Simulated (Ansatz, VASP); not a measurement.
# Sb in VASP and in Ansatz

```
CELL_PARAMETERS angstrom
-1.87134 1.87134 1.87134
1.87134 -1.87134 1.87134
1.87134 1.87134 -1.87134
ATOMIC_POSITIONS crystal
Sb 0.00000 0.00000 0.00000
```

Alike in both runs: task relaxation of cell and atoms; functional PBEsol-based screened hybrid with a share of 0.25 of exact exchange and HFSCREEN = 0.207; k mesh 5 × 5 × 5; occupations fermi-dirac, width 0.05 eV; no spin polarisation.

```csv
,VASP,Ansatz
version,VASP 6.6.1,Ansatz 0.2.0
potentials or method,"VASP PAW PBE potentials, release 64 (Sb_d_GW)",Ansatz PAW
plane-wave cutoff (eV),500,420
valence electrons in the cell,15,15
```

Ansatz gave:

```
gap on the k mesh at the Fermi level, each at its own relaxed structure (eV)  : none
relaxed volume (Å³/atom)                                                      : 25.16
relaxed length of the cell vector where the two differ most in proportion (Å) : 3.197
```

Q: Estimate VASP's values.

A: gap on the k mesh at the Fermi level, each at its own relaxed structure (eV): none; relaxed volume (Å³/atom): 25.14; relaxed length of the cell vector where the two differ most in proportion (Å): 3.196.

VASP's potentials were made for PBE, not for PBEsol-based screened hybrid. A gap of «none» marks a metal or a gap that the smearing closes.

The k mesh is coarse, so the values compare programs but aren't converged. Neither program's run includes spin-orbit coupling. Noted on Ansatz's run: the plane-wave basis is chosen anew once the cell has moved, so the energies of steps on either side of that aren't comparable.
